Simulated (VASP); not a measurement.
# MgO (zincblende type) (F-43m) in VASP: further runs

Runs on MgO (zincblende type). Level: PBE. Tasks: single point.

Everything below comes from runs of VASP 6.6.1. Logs are shortened: lines on timing, memory, paths and dates and some standing lists are left out, and cuts for length are marked.

### Step 1. The cell of the first run

The structure is cubic, space group F-43m (No. 216). Conventional cell: a = 4.612 Å, b = 4.612 Å, c = 4.612 Å, α = 90.00°, β = 90.00°, γ = 90.00°. Mg (site symmetry -43m) has 4 O at 2.00 Å within 2.6 Å. O (site symmetry -43m) has 4 Mg at 2.00 Å within 2.6 Å.

### Step 2. Single point, PBE

The input, INCAR:

```
  ALGO = Normal
  EDIFF = 1E-6
  ENCUT = 520
  GGA = PE
  ISIF = 2
  ISMEAR = -1
  LASPH = True
  LCHARG = False
  LREAL = False
  LWAVE = False
  NBANDS = 11
  NELM = 100
  PREC = Accurate
  SIGMA = 0.08
```

The input, KPOINTS:

```
k-points
0
Gamma
  15 15 15
```

The input, POSCAR:

```
MgO
1.0
    0.0000000000      2.3060767566      2.3060767566
    2.3060767566      0.0000000000      2.3060767566
    2.3060767566      2.3060767566      0.0000000000
Mg O
1 1
Direct
    0.0000000000      0.0000000000      0.0000000000
    0.2500000000      0.2500000000      0.2500000000
```

Potentials or basis: VASP PAW PBE potentials, release 64 (Mg, O).

Run with:

```sh
$ cat potpaw_PBE.64/Mg/POTCAR potpaw_PBE.64/O/POTCAR > POTCAR
$ mpirun -np 1 vasp_std > vasp.out
```

OUTCAR:

```text
EDIFF = 1E-6
   ENCUT = 520
   GGA = PE
   ISIF = 2
   ISMEAR = -1
   LASPH = True
   LREAL = False
   NELM = 100
   PREC = Accurate

 ion  position               nearest neighbor table
   1  0.000  0.000  0.000-   2 2.00   2 2.00   2 2.00   2 2.00
   2  0.250  0.250  0.250-   1 2.00   1 2.00   1 2.00   1 2.00

  LATTYP: Found a face centered cubic cell.
 ALAT       =     4.6121535132

  Lattice vectors:

 A1 = (   0.0000000000,   2.3060767566,   2.3060767566)
 A2 = (   2.3060767566,   0.0000000000,   2.3060767566)
 A3 = (   2.3060767566,   2.3060767566,   0.0000000000)

Analysis of symmetry for initial positions (statically):
=====================================================================
 Subroutine PRICEL returns:
 Original cell was already a primitive cell.

 Routine SETGRP: Setting up the symmetry group for a
 face centered cubic supercell.

 Subroutine GETGRP returns: Found 24 space group operations
 (whereof 24 operations were pure point group operations)
 out of a pool of 48 trial point group operations.

The static configuration has the point symmetry T_d .

Analysis of symmetry for dynamics (positions and initial velocities):
=====================================================================
 Subroutine PRICEL returns:
 Original cell was already a primitive cell.

 Routine SETGRP: Setting up the symmetry group for a
 face centered cubic supercell.

 Subroutine GETGRP returns: Found 24 space group operations
 (whereof 24 operations were pure point group operations)
 out of a pool of 48 trial point group operations.

The dynamic configuration has the point symmetry T_d .

 Subroutine INISYM returns: Found 24 space group operations
 (whereof 24 operations are pure point group operations),
 and found     1 'primitive' translations

----------------------------------------------------------------------------------------

                                     Primitive cell

  volume of cell :      24.5274

  direct lattice vectors                    reciprocal lattice vectors
     0.000000000  2.306076757  2.306076757    -0.216818455  0.216818455  0.216818455
     2.306076757  0.000000000  2.306076757     0.216818455 -0.216818455  0.216818455
     2.306076757  2.306076757  0.000000000     0.216818455  0.216818455 -0.216818455

  length of vectors
     3.261285025  3.261285025  3.261285025     0.375540580  0.375540580  0.375540580

  position of ions in fractional coordinates (direct lattice)
     0.000000000  0.000000000  0.000000000
     0.250000000  0.250000000  0.250000000

  ion indices of the primitive-cell ions
   primitive index   ion index
                 1           1
                 2           2

----------------------------------------------------------------------------------------

 KPOINTS: k-points

Automatic generation of k-mesh.
 Grid dimensions read from file:
 generate k-points for:   15   15   15

 Generating k-lattice:

  Cartesian coordinates                     Fractional coordinates (reciprocal lattice)
    -0.014454564  0.014454564  0.014454564     0.066666667  0.000000000  0.000000000
     0.014454564 -0.014454564  0.014454564     0.000000000  0.066666667  0.000000000
     0.014454564  0.014454564 -0.014454564     0.000000000  0.000000000  0.066666667

  Length of vectors
     0.025036039  0.025036039  0.025036039

  Shift w.r.t. Gamma in fractional coordinates (k-lattice)
     0.000000000  0.000000000  0.000000000

 Subroutine IBZKPT returns following result:
 ===========================================

 Found    120 irreducible k-points:

 Following reciprocal coordinates:
            Coordinates               Weight
  0.000000  0.000000  0.000000      1.000000
  0.066667  0.000000  0.000000      8.000000
  0.133333  0.000000  0.000000      8.000000
  0.200000  0.000000  0.000000      8.000000
  0.266667  0.000000  0.000000      8.000000
  0.333333  0.000000  0.000000      8.000000
[... 16 lines left out ...]
  0.133333  0.133333  0.000000      6.000000
  0.200000  0.133333  0.000000     24.000000
 [... further k-points ...]
   k-points           NKPTS =    120   k-points in BZ     NKDIM =    120   number of bands    NBANDS=     11
   number of dos      NEDOS =    301   number of ions     NIONS =      2
   total plane-waves  NPLWV =  13824
   dimension x,y,z NGX =    24 NGY =   24 NGZ =   24
   dimension x,y,z NGXF=    48 NGYF=   48 NGZF=   48
   ions per type =               1   1
   NGX,Y,Z   is equivalent  to a cutoff of  12.23, 12.23, 12.23 a.u.
   NGXF,Y,Z  is equivalent  to a cutoff of  24.47, 24.47, 24.47 a.u.
 SYSTEM =  unknown system
   PREC   = accura    normal or accurate (medium, high low for compatibility)
   ISTART =      0    job   : 0-new  1-cont  2-samecut
   ICHARG =      2    charge: 1-file 2-atom 10-const
   ISPIN  =      1    spin polarized calculation?
   LNONCOLLINEAR =      F non collinear calculations
   LSORBIT =      F    spin-orbit coupling
   LASPH  =      T    aspherical Exc in radial PAW
   ENCUT  =  520.0 eV  38.22 Ry    6.18 a.u.   6.06  6.06  6.06*2*pi/ulx,y,z
   NELM   =    100;   NELMIN=  2; NELMDL= -5     # of ELM steps
   EDIFF  = 0.1E-05   stopping-criterion for ELM
   LREAL  =      F    real-space projection
   EDIFFG = 0.1E-04   stopping-criterion for IOM
   NSW    =      0    number of steps for IOM
   IBRION =     -1    ionic relax: 0-MD 1-quasi-New 2-CG
   NFREE  =      0    steps in history (QN), initial steepest desc. (CG)
   ISIF   =      2    stress and relaxation
   ISYM   =      2    0-nonsym 1-usesym 2-fastsym
   POTIM  = 0.5000    time-step for ionic-motion
   TEBEG  =    0.0;   TEEND  =   0.0 temperature during run
   PSTRESS=    0.0 pullay stress
   NELECT =       8.0000    total number of electrons
   NUPDOWN=      -1.0000    fix difference up-down
   EMIN   =  10.00;   EMAX   =-10.00  energy-range for DOS
   EFERMI =   0.00;   METHOD = LEGACY
   ISMEAR =    -1;   SIGMA  =   0.08  broadening in eV -4-tet -1-fermi 0-gaus
   EFERMI_NEDOS =   21; number of points for ismear=-14 and -15
   IALGO  =     38    algorithm
   IMIX   =      4    mixing-type and parameters
     AMIX     =   0.40;   BMIX     =  1.00
     AMIX_MAG =   1.60;   BMIX_MAG =  1.00
  volume/ion in A,a.u.               =      12.26        82.76
  Fermi-wavevector in a.u.,A,eV,Ry     =   1.126906  2.129544 17.278275  1.269917
  Thomas-Fermi vector in A             =   2.263590
   LORBIT       =      0    0 simple, 1 ext, 2 COOP (PROOUT), +10 PAW based schemes
   GGA     = PE    functional components
   LHFCALC =     F    Hartree Fock is set to
   AEXX    =    0.0000 exact exchange contribution
   IVDW    =     0    specifies the selected vdW correction
   LEPSILON=     F    determine dielectric tensor
   LRPA    =     F    only Hartree local field effects (RPA)
 non-spin polarized calculation
  energy-cutoff  :      520.00
  volume of cell :       24.53
 maximum number of plane-waves:       680
   NGX = 13   NGY = 13   NGZ = 13

 number of electron       8.0000001 magnetization

 Free energy of the ion-electron system (eV)
  ---------------------------------------------------
  ext. energy  EPLUGINS =         0.00000000
  ---------------------------------------------------
  free energy    TOTEN  =       -11.70115737 eV

  energy without entropy =      -11.70115737  energy(sigma->0) =      -11.70115737

 E-fermi :   2.4270     XC(G=0):  -9.5861

 val. band max:        0.6279911701   @ k =   0.0000   0.0000   0.0000
 cond. band min:       4.0936884204   @ k =   0.0000   0.0000   0.0000
 fundamental gap:      3.4656972503
 Fermi energy:         2.4270332968

 k-point     1 :       0.0000    0.0000    0.0000
  band No.  band energies     occupation
      1     -15.1832      2.00000
      2       0.6280      2.00000
      3       0.6280      2.00000
      4       0.6280      2.00000
      5       4.0937      0.00000
      6      17.0984      0.00000
      7      17.0984      0.00000
      8      17.0984      0.00000
      9      20.6509      0.00000
     10      20.6511      0.00000
     11      20.6838      0.00000

 k-point     2 :       0.0667    0.0000    0.0000
  band No.  band energies     occupation
      1     -15.1581      2.00000
      2       0.4015      2.00000
      3       0.6198      2.00000
      4       0.6198      2.00000
      5       4.3585      0.00000
      6      16.6745      0.00000
      7      17.1089      0.00000
      8      17.1089      0.00000
      9      19.6320      0.00000
     10      19.6320      0.00000
     11      20.3814      0.00000

 k-point     3 :       0.1333    0.0000    0.0000
  band No.  band energies     occupation
      1     -15.0864      2.00000
      2      -0.1232      2.00000
      3       0.5968      2.00000
      4       0.5968      2.00000
      5       4.9968      0.00000
      6      15.6678      0.00000
      7      17.0051      0.00000
      8      17.0051      0.00000
      9      19.0389      0.00000
     10      19.0389      0.00000
     11      19.9508      0.00000

 k-point     4 :       0.2000    0.0000    0.0000
  band No.  band energies     occupation
      1     -14.9782      2.00000
      2      -0.7317      2.00000
      3       0.5633      2.00000
      4       0.5633      2.00000
      5       5.7929      0.00000
      6      14.4635      0.00000
      7      16.5852      0.00000
      8      16.5852      0.00000
      9      19.1160      0.00000
     10      19.1160      0.00000
     11      19.6464      0.00000
[... 239 lines left out ...]
 k-point    22 :      -0.0667    0.0667    0.0000
  band No.  band energies     occupation
      1     -15.1176      2.00000
      2       0.1133      2.00000
      3       0.5576      2.00000
      4       0.6276      2.00000
      5       4.7373      0.00000
      6      16.2473      0.00000
      7      16.7035      0.00000
      8      17.2901      0.00000
      9      18.5312      0.00000
     10      19.4551      0.00000
     11      21.2153      0.00000

 k-point    23 :       0.1333    0.1333    0.0000
  band No.  band energies     occupation
      1     -15.0548      2.00000
      2      -0.1596      2.00000
      3       0.4995      2.00000
      4       0.4995      2.00000
      5       5.2419      0.00000
      6      15.8787      0.00000
      7      16.5754      0.00000
      8      16.8355      0.00000
      9      16.8355      0.00000
     10      21.1434      0.00000
     11      22.0774      0.00000

 k-point    24 :       0.2000    0.1333    0.0000
  band No.  band energies     occupation
      1     -14.9748      2.00000
      2      -0.5440      2.00000
      3       0.4397      2.00000
      4       0.4545      2.00000
      5       5.7956      0.00000
      6      14.9326      0.00000
      7      15.7661      0.00000
      8      16.7057      0.00000
      9      17.1565      0.00000
     10      21.0630      0.00000
     11      21.8980      0.00000

 [... further k-points ...]
[... 5 lines left out ...]
  --------------------------------------------------------------------------------------
  -------------------------------------------------------------------------------------
  Total       -0.0582709     -0.0582709     -0.0582709      0.0000000     -0.0000000     -0.0000000
  in kB       -3.8063716     -3.8063716     -3.8063716      0.0000000     -0.0000000     -0.0000000
  external PRESSURE =      -3.8063716 kB  Pullay stress =       0.0000000 kB

 VOLUME and BASIS-vectors are now :
 -----------------------------------------------------------------------------
  energy-cutoff  :      520.00
  volume of cell :       24.53
      direct lattice vectors                 reciprocal lattice vectors
     0.000000000  2.306076757  2.306076757    -0.216818455  0.216818455  0.216818455
     2.306076757  0.000000000  2.306076757     0.216818455 -0.216818455  0.216818455
     2.306076757  2.306076757  0.000000000     0.216818455  0.216818455 -0.216818455

 POSITION                                       TOTAL-FORCE (eV/Angst)
 -----------------------------------------------------------------------------------
      0.00000      0.00000      0.00000        -0.000000     -0.000000     -0.000000
      1.15304      1.15304      1.15304         0.000000      0.000000      0.000000
 -----------------------------------------------------------------------------------
    total drift:                               -0.000000     -0.000000     -0.000000

  FREE ENERGIE OF THE ION-ELECTRON SYSTEM (eV)
  ---------------------------------------------------
  free  energy   TOTEN  =       -11.7011573720 eV

  energy  without entropy=      -11.7011573719  energy(sigma->0) =      -11.70115737
```

It took 8.5 s on 1 thread of Intel Xeon 6975P-C (Granite Rapids), shared host; peak memory 0.16 GiB.

What came out:

* Free energy: -11.7012 eV
* Pressure: -0.4 GPa
* Band gap on the k mesh: 3.47 eV, direct

A k mesh can miss the band edges. As with any semilocal functional, this PBE gap is likely too small.

### Step 3. Single point, PBE

The input, INCAR:

```
PREC     = Accurate       # precision mode
ENCUT    = 520            # plane-wave cutoff, eV
EDIFF    = 1E-6           # SCF threshold, eV
ISMEAR   = -1             # smearing method
SIGMA    = 0.08           # smearing width, eV
LREAL    = False          # projectors in reciprocal space
LASPH    = True           # aspherical terms in the spheres
NELM     = 80             # most SCF steps
ALGO     = Normal         # electronic algorithm
ISIF     = 2              # what is computed and relaxed
LWAVE    = False          # write WAVECAR
LCHARG   = False          # write CHGCAR
GGA      = PE             # functional
NBANDS   = 11             # bands
```

The input, KPOINTS:

```
regular mesh
0
Gamma
  15 15 15
```

The input, POSCAR:

```
MgO
1.0
    0.0000000000      2.3062003095      2.3062003095
    2.3062003095      0.0000000000      2.3062003095
    2.3062003095      2.3062003095      0.0000000000
Mg O
1 1
Direct
    0.0000000000      0.0000000000      0.0000000000
    0.2500000000      0.2500000000      0.2500000000
```

Potentials or basis: VASP PAW PBE potentials, release 64 (Mg, O).

Run with:

```sh
$ cat potpaw_PBE.64/Mg/POTCAR potpaw_PBE.64/O/POTCAR > POTCAR
$ mpirun -np 1 vasp_std > vasp.out
```

It took 8.6 s on 1 thread of Intel Xeon 6975P-C (Granite Rapids), shared host; peak memory 0.16 GiB.

It converged, with:

* Free energy: -11.7012 eV
* Pressure: -0.4 GPa
* Band gap on the k mesh: 3.46 eV, direct

Levels at points of the mesh, in eV from the valence-band top:
```
           k point  band 1  band 2  band 3  band 4  band 5  band 6  band 7  band 8  band 9
(0.00, 0.00, 0.00)  -15.81    0.00    0.00    0.00    3.46   16.47   16.47   16.47   20.02
```
